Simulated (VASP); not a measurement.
# Zn (P6_3/mmc) in VASP: notebook, part 2 of 3

VASP 6.6.1. The steps go on from the part before.

**3. Single point, BLYP**

This run uses another cell than the first one, of 18.42 Å³/atom, 1.187 times its volume.

INCAR reads:

```
AGGAC = 1.0 ; AGGAX = 1.0
ALDAC = 0.0 ; ALDAX = 1.0
ALGO = Normal ; EDIFF = 1E-6
ENCUT = 520 ; GGA = B5
ISIF = 2 ; ISMEAR = -1
LASPH = T ; LCHARG = T
LELF = T ; LREAL = F
LVHAR = T ; LWAVE = F
NBANDS = 19 ; NELM = 100
PREC = Accurate ; SIGMA = 0.05
```

KPOINTS reads:

```
k-points
0
Gamma
  11 11 6
```

POSCAR reads:

```
Zn
1.0
    2.6216023146      0.0000000000      0.0000000000
   -1.3108011573      2.2703742031      0.0000000000
    0.0000000000      0.0000000000      6.1889811446
Zn
2
Direct
    0.6666666667      0.3333333333      0.7500000000
    0.3333333333      0.6666666667      0.2500000000
```

Potentials or basis: VASP PAW PBE potentials, release 64 (Zn).

Launch:

```console
> cat potpaw_PBE.64/Zn/POTCAR > POTCAR
> mpirun -np 1 vasp_std > vasp.out
```

OUTCAR:

```text
EDIFF = 1E-6
   ENCUT = 520
   GGA = B5
   ISIF = 2
   ISMEAR = -1
   LASPH = T
   LREAL = F
   NELM = 100
   PREC = Accurate

 ion  position               nearest neighbor table
   1  0.667  0.333  0.750-
   2  0.333  0.667  0.250-

  LATTYP: Found a hexagonal cell.
 ALAT       =     2.6216023146
 C/A-ratio  =     2.3607627710

  Lattice vectors:

 A1 = (   2.6216023146,   0.0000000000,   0.0000000000)
 A2 = (  -1.3108011573,   2.2703742031,   0.0000000000)
 A3 = (   0.0000000000,   0.0000000000,   6.1889811446)

Analysis of symmetry for initial positions (statically):
=====================================================================
 Subroutine PRICEL returns:
 Original cell was already a primitive cell.

 Routine SETGRP: Setting up the symmetry group for a
 hexagonal supercell.

 Subroutine GETGRP returns: Found 24 space group operations
 (whereof 12 operations were pure point group operations)
 out of a pool of 24 trial point group operations.

The static configuration has the point symmetry D_3d.
 The point group associated with its full space group is D_6h.

Analysis of symmetry for dynamics (positions and initial velocities):
=====================================================================
 Subroutine PRICEL returns:
 Original cell was already a primitive cell.

 Routine SETGRP: Setting up the symmetry group for a
 hexagonal supercell.

 Subroutine GETGRP returns: Found 24 space group operations
 (whereof 12 operations were pure point group operations)
 out of a pool of 24 trial point group operations.

The dynamic configuration has the point symmetry D_3d.
 The point group associated with its full space group is D_6h.

 Subroutine INISYM returns: Found 24 space group operations
 (whereof 12 operations are pure point group operations),
 and found     1 'primitive' translations

----------------------------------------------------------------------------------------

                                     Primitive cell

  volume of cell :      36.8369

  direct lattice vectors                    reciprocal lattice vectors
     2.621602315  0.000000000  0.000000000     0.381446108  0.220228013  0.000000000
    -1.310801157  2.270374203  0.000000000     0.000000000  0.440456026  0.000000000
     0.000000000  0.000000000  6.188981145     0.000000000  0.000000000  0.161577484

  length of vectors
     2.621602315  2.621602315  6.188981145     0.440456026  0.440456026  0.161577484

  position of ions in fractional coordinates (direct lattice)
     0.666666667  0.333333333  0.750000000
     0.333333333  0.666666667  0.250000000

  ion indices of the primitive-cell ions
   primitive index   ion index
                 1           1
                 2           2

----------------------------------------------------------------------------------------

 KPOINTS: k-points

Automatic generation of k-mesh.
 Grid dimensions read from file:
 generate k-points for:   11   11    6

 Generating k-lattice:

  Cartesian coordinates                     Fractional coordinates (reciprocal lattice)
     0.034676919  0.020020728  0.000000000     0.090909091  0.000000000  0.000000000
     0.000000000  0.040041457  0.000000000     0.000000000  0.090909091  0.000000000
     0.000000000  0.000000000  0.026929581     0.000000000  0.000000000  0.166666667

  Length of vectors
     0.040041457  0.040041457  0.026929581

  Shift w.r.t. Gamma in fractional coordinates (k-lattice)
     0.000000000  0.000000000  0.000000000

 Subroutine IBZKPT returns following result:
 ===========================================

 Found     64 irreducible k-points:

 Following reciprocal coordinates:
            Coordinates               Weight
  0.000000  0.000000  0.000000      1.000000
  0.090909  0.000000  0.000000      6.000000
  0.181818  0.000000  0.000000      6.000000
  0.272727  0.000000  0.000000      6.000000
  0.363636  0.000000  0.000000      6.000000
  0.454545  0.000000  0.000000      6.000000
[... 16 lines left out ...]
  0.090909  0.090909  0.166667     12.000000
  0.181818  0.090909  0.166667     24.000000
 [... further k-points ...]
   k-points           NKPTS =     64   k-points in BZ     NKDIM =     64   number of bands    NBANDS=     19
   number of dos      NEDOS =    301   number of ions     NIONS =      2
   total plane-waves  NPLWV =  19200
   dimension x,y,z NGX =    20 NGY =   20 NGZ =   48
   dimension x,y,z NGXF=    40 NGYF=   40 NGZF=   96
   ions per type =               2
   NGX,Y,Z   is equivalent  to a cutoff of  12.68, 12.68, 12.89 a.u.
   NGXF,Y,Z  is equivalent  to a cutoff of  25.37, 25.37, 25.79 a.u.
 SYSTEM =  unknown system
   PREC   = accura    normal or accurate (medium, high low for compatibility)
   ISTART =      0    job   : 0-new  1-cont  2-samecut
   ICHARG =      2    charge: 1-file 2-atom 10-const
   ISPIN  =      1    spin polarized calculation?
   LNONCOLLINEAR =      F non collinear calculations
   LSORBIT =      F    spin-orbit coupling
   LASPH  =      T    aspherical Exc in radial PAW
   ENCUT  =  520.0 eV  38.22 Ry    6.18 a.u.   4.87  4.87 11.51*2*pi/ulx,y,z
   NELM   =    100;   NELMIN=  2; NELMDL= -5     # of ELM steps
   EDIFF  = 0.1E-05   stopping-criterion for ELM
   LREAL  =      F    real-space projection
   EDIFFG = 0.1E-04   stopping-criterion for IOM
   NSW    =      0    number of steps for IOM
   IBRION =     -1    ionic relax: 0-MD 1-quasi-New 2-CG
   NFREE  =      0    steps in history (QN), initial steepest desc. (CG)
   ISIF   =      2    stress and relaxation
   ISYM   =      2    0-nonsym 1-usesym 2-fastsym
   POTIM  = 0.5000    time-step for ionic-motion
   TEBEG  =    0.0;   TEEND  =   0.0 temperature during run
   PSTRESS=    0.0 pullay stress
   NELECT =      24.0000    total number of electrons
   NUPDOWN=      -1.0000    fix difference up-down
   EMIN   =  10.00;   EMAX   =-10.00  energy-range for DOS
   EFERMI =   0.00;   METHOD = LEGACY
   ISMEAR =    -1;   SIGMA  =   0.05  broadening in eV -4-tet -1-fermi 0-gaus
   EFERMI_NEDOS =   21; number of points for ismear=-14 and -15
   IALGO  =     38    algorithm
   IMIX   =      4    mixing-type and parameters
     AMIX     =   0.40;   BMIX     =  1.00
     AMIX_MAG =   1.60;   BMIX_MAG =  1.00
  volume/ion in A,a.u.               =      18.42       124.29
  Fermi-wavevector in a.u.,A,eV,Ry     =   1.419223  2.681943 27.404789  2.014195
  Thomas-Fermi vector in A             =   2.540267
   LORBIT       =      0    0 simple, 1 ext, 2 COOP (PROOUT), +10 PAW based schemes
   GGA     = B5    functional components
   LHFCALC =     F    Hartree Fock is set to
   AEXX    =    0.0000 exact exchange contribution
   IVDW    =     0    specifies the selected vdW correction
   LEPSILON=     F    determine dielectric tensor
   LRPA    =     F    only Hartree local field effects (RPA)
 non-spin polarized calculation
  energy-cutoff  :      520.00
  volume of cell :       36.84
 maximum number of plane-waves:      1008
 NGX is ok and might be reduce to    20
   NGX =  9   NGY =  9   NGZ = 23

 number of electron      23.9999992 magnetization

 Free energy of the ion-electron system (eV)
  ---------------------------------------------------
  ext. energy  EPLUGINS =         0.00000000
  ---------------------------------------------------
  free energy    TOTEN  =        -0.81367779 eV

  energy without entropy =       -0.81186577  energy(sigma->0) =       -0.81277178

 E-fermi :   2.3063     XC(G=0):  -9.9164

 val. band max:        2.2021910296   @ k =   0.0909   0.0909   0.3333
 cond. band min:       2.3955504773   @ k =   0.2727   0.0000   0.1667
 fundamental gap:      0.1933594476
 Fermi energy:         2.3062965730

 k-point     1 :       0.0000    0.0000    0.0000
  band No.  band energies     occupation
      1      -6.9988      2.00000
      2      -6.3595      2.00000
      3      -5.4955      2.00000
      4      -5.3512      2.00000
      5      -5.3512      2.00000
      6      -5.3435      2.00000
[... 11 lines left out ...]
     18      22.7594      0.00000
     19      22.7595      0.00000

 k-point     2 :       0.0909    0.0000    0.0000
  band No.  band energies     occupation
      1      -6.7539      2.00000
      2      -6.2198      2.00000
      3      -5.4518      2.00000
      4      -5.3808      2.00000
      5      -5.3718      2.00000
      6      -5.2910      2.00000
[... 476 lines left out ...]
 k-point    24 :       0.1818    0.0909    0.1667
  band No.  band energies     occupation
      1      -5.7879      2.00000
      2      -5.7518      2.00000
      3      -5.4571      2.00000
      4      -5.4144      2.00000
      5      -5.3012      2.00000
      6      -5.2390      2.00000
[... 11 lines left out ...]
     18      15.6073      0.00000
     19      16.9728      0.00000

 [... further k-points ...]
[... 5 lines left out ...]
  --------------------------------------------------------------------------------------
  -------------------------------------------------------------------------------------
  Total        0.1126616      0.1126616      0.0240894      0.0000000      0.0000000      0.0000000
  in kB        4.9000809      4.9000809      1.0477382      0.0000000      0.0000000      0.0000000
  external PRESSURE =       3.6159667 kB  Pullay stress =       0.0000000 kB

 VOLUME and BASIS-vectors are now :
 -----------------------------------------------------------------------------
  energy-cutoff  :      520.00
  volume of cell :       36.84
      direct lattice vectors                 reciprocal lattice vectors
     2.621602315  0.000000000  0.000000000     0.381446108  0.220228013  0.000000000
    -1.310801157  2.270374203  0.000000000     0.000000000  0.440456026  0.000000000
     0.000000000  0.000000000  6.188981145     0.000000000  0.000000000  0.161577484

 POSITION                                       TOTAL-FORCE (eV/Angst)
 -----------------------------------------------------------------------------------
      1.31080      0.75679      4.64174         0.000000      0.000000      0.000000
     -0.00000      1.51358      1.54725        -0.000000      0.000000      0.000000
 -----------------------------------------------------------------------------------
    total drift:                               -0.000000      0.000000      0.000000

  FREE ENERGIE OF THE ION-ELECTRON SYSTEM (eV)
  ---------------------------------------------------
  free  energy   TOTEN  =        -0.8136777906 eV

  energy  without entropy=       -0.8118657702  energy(sigma->0) =       -0.81277178
```

OSZICAR:

```text
N       E                     dE             d eps       ncg     rms          rms(c)
DAV:   1     0.118535403559E+03    0.11854E+03   -0.12402E+04  2464   0.188E+03
DAV:   2     0.497205501955E+01   -0.11356E+03   -0.11033E+03  2435   0.294E+02
DAV:   3    -0.960470814427E+00   -0.59325E+01   -0.59145E+01  2710   0.736E+01
DAV:   4    -0.100461473009E+01   -0.44144E-01   -0.44133E-01  2721   0.678E+00
DAV:   5    -0.100468113498E+01   -0.66405E-04   -0.66404E-04  2696   0.237E-01    0.319E+00
DAV:   6    -0.826372962343E+00    0.17831E+00   -0.75238E-01  2684   0.170E+01    0.214E+00
DAV:   7    -0.817386191455E+00    0.89868E-02   -0.27524E-02  2731   0.244E+00    0.113E+00
DAV:   8    -0.813513385216E+00    0.38728E-02   -0.48474E-03  2646   0.784E-01    0.597E-02
DAV:   9    -0.813660756403E+00   -0.14737E-03   -0.86267E-04  2717   0.303E-01    0.400E-02
DAV:  10    -0.813678166043E+00   -0.17410E-04   -0.76903E-05  2599   0.965E-02    0.531E-03
DAV:  11    -0.813677790567E+00    0.37548E-06   -0.82202E-07  2065   0.872E-03
   1 F= -.81367779E+00 E0= -.81277178E+00  d E =-.181202E-02
```

stdout:

```text
POSCAR found type information on POSCAR Zn
 POSCAR found :  1 types and       2 ions
 scaLAPACK will be used
 -----------------------------------------------------------------------------
|                                                                             |
|                                                                             |
|     You enforced a specific xc type in the INCAR file but a different       |
|     I HOPE YOU KNOW WHAT YOU ARE DOING!                                     |
|                                                                             |
 -----------------------------------------------------------------------------

 LDA part: xc-table for (Slater(with rela. corr.)+VWN5), standard interpolation
 POSCAR, INCAR and KPOINTS ok, starting setup
 FFT: planning ... GRIDC
 FFT: planning ... GRID_SOFT
 FFT: planning ... GRID
 WAVECAR not read
 entering main loop
```

It took 17 s on 1 thread of Intel Xeon 6975P-C (Granite Rapids), shared host; peak memory 0.17 GiB.

What came out:

```
Free energy            : -0.8137 eV
Pressure               : 0.4 GPa
Band gap on the k mesh : zero (band 12 reaches 3.53 eV, above the bottom of band 13 at -0.84 eV)
```

Stress tensor (GPa, compression positive):
```
0.49 0.00 0.00
0.00 0.49 0.00
0.00 0.00 0.10
```

Caveat: the PAW data sets were made with another functional, which shifts forces and pressure a little.

**4. Single point, r2SCAN**

This run uses another cell than the first one, of 14.13 Å³/atom, 0.911 times its volume.

POSCAR reads:

```
Zn
1.0
    2.7034918395      0.0000000000      0.0000000000
   -1.3517459198      2.3412926119      0.0000000000
    0.0000000000      0.0000000000      4.4644525922
Zn
2
Direct
    0.6666666667      0.3333333333      0.7500000000
    0.3333333333      0.6666666667      0.2500000000
```

INCAR.step1 reads:

```
ALGO = Normal
EDIFF = 1E-4
ENCUT = 520
GGA = PE
ISMEAR = -1
LASPH = True
LCHARG = False
LREAL = False
LWAVE = True
NBANDS = 19
NELM = 100
PREC = Accurate
SIGMA = 0.05
```

INCAR.step2 reads:

```
ALGO = Normal
EDIFF = 1E-7
ENCUT = 520
ISIF = 2
ISMEAR = -1
ISTART = 1
LASPH = True
LCHARG = True
LELF = True
LMIXTAU = True
LREAL = False
LVHAR = True
LWAVE = False
METAGGA = R2SCAN
NBANDS = 19
NELM = 100
PREC = Accurate
SIGMA = 0.05
```

KPOINTS is that of step 3.

Launch:

```console
> cat potpaw_PBE.64/Zn/POTCAR > POTCAR
> cp INCAR.step1 INCAR
> mpirun -np 1 vasp_std > vasp.out
> cp INCAR.step2 INCAR
> mpirun -np 1 vasp_std > vasp.out
```

It took 46 s on 1 thread of Intel Xeon 6975P-C (Granite Rapids), shared host; peak memory 0.16 GiB.

It converged, with:

| Quantity | Value |
| --- | --- |
| Free energy | -17.8115 eV |
| Pressure | 0.4 GPa |
| Band gap on the k mesh | zero (band 12 reaches 5.05 eV, above the bottom of band 13 at 2.07 eV) |

Stress tensor (GPa, compression positive):
```
0.36 0.00 0.00
0.00 0.36 0.00
0.00 0.00 0.59
```

Levels at points of the mesh, in eV from the Fermi level:
```tsv
k point	band 10	band 11	band 12	band 13	band 14	band 15
(0.00, 0.00, 0.00)	-7.69	-7.69	-3.75	-1.66	16.68	16.68
(0.00, 0.00, 0.50)	-7.82	-7.82	-7.82	7.53	7.53	18.47
```

Caveat: the PAW data sets were made with another functional, which shifts forces and pressure a little.

(Continued in part 3 of 3.)
